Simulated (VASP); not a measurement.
Crystal: NaH.

```xyz
4
Lattice="3.9728 0.0000 0.0000 -1.9864 3.4406 0.0000 0.0000 0.0000 4.8778" Properties=species:S:1:pos:R:3 pbc="T T T"
Na    0.0000    2.2937    1.2195
Na    1.9864    1.1469    3.6584
H     0.0000    2.2937    3.6584
H     1.9864    1.1469    1.2195
```

Base run:

| Quantity | Value |
| --- | --- |
| Program | VASP 6.6.1 |
| Functional | PBEsol |
| Potentials or basis | VASP PAW PBE potentials, release 64 (Na_pv, H) |
| Cutoff | 520 eV |
| k mesh | 6 × 6 × 6 |
| Occupations | gaussian, width 0.02 eV |
| Spin | no spin polarisation |

Its results: band gap on the k mesh 3.09 eV, indirect (least direct gap 4.01 eV); pressure -0.5 GPa.

Problem. The run is repeated on the same cell with these changes: functional from PBEsol to r2SCAN. What comes out?

Solution. Band gap on the k mesh 3.69 eV, indirect (least direct gap 4.56 eV); pressure -0.6 GPa.

r2SCAN gives the wider gap, since meta-GGAs in the generalised Kohn-Sham scheme recover part of the derivative discontinuity.

Caveats: the PAW data sets were made with another functional, which shifts forces and pressure a little.

A k mesh can miss the band edges.
